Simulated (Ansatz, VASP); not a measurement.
## GaGe: VASP beside Ansatz

```
Ge Ga
1.0
     0.00000    2.89784    2.89784
     2.89784    0.00000    2.89784
     2.89784    2.89784    0.00000
Ge Ga
1 1
Direct
  0.00000 0.00000 0.00000
  0.25000 0.25000 0.25000
```

Alike in both runs: task single point; functional PBE; k mesh 8 × 8 × 8; occupations gaussian, width 0.012 eV; no spin polarisation.

|  | VASP | Ansatz |
| --- | --- | --- |
| version | VASP 6.6.1 | Ansatz 0.2.0 |
| potentials or method | VASP PAW PBE potentials, release 64 (Ge_d, Ga_d) | Ansatz PAW |
| plane-wave cutoff (eV) | 520 | 420 |
| valence electrons in the cell | 27 | 27 |

Ansatz gave:

| Item | Value |
| --- | --- |
| gap on the k mesh at the Fermi level (eV) | none |
| pressure (GPa) | 0.2 |

Q: What did VASP give for the same quantities?

A: gap on the k mesh at the Fermi level (eV): none; pressure (GPa): 0.3.

A gap of «none» marks a metal or a gap that the smearing closes. With one functional, cell and mesh, what is left measures potentials, basis and numerics.
